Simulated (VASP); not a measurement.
Runs of VASP 6.6.1 on SiC (Moissanite 3C). Symmetry: F-43m, No. 216, cubic system. Conventional cell: a = 4.358 Å, b = 4.358 Å, c = 4.358 Å, α = 90.00°, β = 90.00°, γ = 90.00°. Within 2.5 Å of Si (site symmetry -43m) lie 4 C at 1.89 Å. Within 2.5 Å of C (site symmetry -43m) lie 4 Si at 1.89 Å. 

```csv
k mesh,gap on the mesh (eV),pressure (GPa)
5 × 5 × 5,1.81,3.3
4 × 4 × 4,(a),(c)
3 × 3 × 3,2.50,4.8
11 × 11 × 11,1.45,3.2
9 × 9 × 9,(b),3.2
```

Alike in all rows: task single point; level PBE; potentials or basis VASP PAW PBE potentials, release 64 (Si, C); no spin polarisation; cell as given; cutoff (eV) 520; smearing gaussian 0.01 eV.

Task: Fill in the values left out.

Result: (a) 1.31; (b) 1.50; (c) 3.6.

Caveats: some runs use coarse meshes.

A k mesh can miss the band edges.
